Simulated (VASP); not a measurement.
Here is a VASP 6.6.1 calculation.

Contents of INCAR:

```
SYSTEM = Co
PREC     = Accurate       ! precision mode
ENCUT    = 520            ! plane-wave cutoff, eV
EDIFF    = 1E-6           ! SCF threshold, eV
ISMEAR   = -1             ! smearing method
SIGMA    = 0.1            ! smearing width, eV
LREAL    = .False.        ! projectors in reciprocal space
LASPH    = .True.         ! aspherical terms in the spheres
NELM     = 60             ! most SCF steps
ALGO     = Normal         ! electronic algorithm
ISIF     = 2              ! what is computed and relaxed
LWAVE    = .False.        ! write WAVECAR
LCHARG   = .False.        ! write CHGCAR
GGA      = B5             ! functional
ALDAX    = 1.0          
AGGAX    = 1.0          
AGGAC    = 1.0          
ALDAC    = 0.0          
NBANDS   = 16             ! bands
```

The input KPOINTS:

```
regular mesh
0
Gamma
  11 11 11
  0 0 0
```

Contents of POSCAR:

```
Co
1.0
    0.0000000000      2.5014464468      2.5014464468
    2.5014464468      0.0000000000      2.5014464468
    2.5014464468      2.5014464468      0.0000000000
Co
2
Direct
    0.1250000000      0.1250000000      0.1250000000
    0.8750000000      0.8750000000      0.8750000000
```

Potentials or basis: VASP PAW PBE potentials, release 64 (Co).

Command:

```sh
$ cat potpaw_PBE.64/Co/POTCAR > POTCAR
$ mpirun -np 1 vasp_std > vasp.out
```

Predict the pressure.

-0.4 GPa.

Estimate the band gap on the k mesh.

zero (band 9 reaches 6.62 eV, above the bottom of band 10 at 5.97 eV).

Caveat: the PAW data sets were made with another functional, which shifts forces and pressure a little; the run has no spin polarisation, though such a crystal can be magnetic. Spin polarisation is off, so any magnetic state and its effect on volume and gap are missing.
